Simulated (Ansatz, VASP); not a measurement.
## Two plane-wave programs on Cd2Ru

```
Cd Ru
1.0
     4.64946    0.00000    0.00000
    -2.32473    4.02655    0.00000
     0.00000    0.00000    2.79773
Cd Ru
2 1
Direct
  0.33333 0.66667 0.50000
  0.66667 0.33333 0.50000
  0.00000 0.00000 0.00000
```

Alike in both runs: functional r2SCAN; k mesh 6 × 6 × 6; occupations gaussian, width 0.1 eV; no spin polarisation.

Ansatz relaxed the structure, and its values are those at the end. VASP's run is a single point on that final structure, the one shown.

|  | VASP | Ansatz |
| --- | --- | --- |
| version | VASP 6.6.1 | Ansatz 0.2.0 |
| potentials or method | VASP PAW PBE potentials, release 64 (Cd, Ru_pv), cutoff 520 eV | scalar-relativistic, plane waves, PAW |
| valence electrons in the cell | 38 | 56 |

VASP gave:

- gap on the k mesh at the Fermi level (eV): none
- pressure (GPa): 1.2

Problem. What did Ansatz give for the same quantities?

Solution. gap on the k mesh at the Fermi level (eV): none; pressure (GPa): 0.0.

VASP's potentials were made for PBE, not for r2SCAN. A gap of «none» marks a metal or a gap that the smearing closes. VASP's potentials hold 38 valence electrons a cell and Ansatz's 56, so a difference there can come from the potentials and not from the codes.

The k mesh is coarse, so the values compare programs but aren't converged.
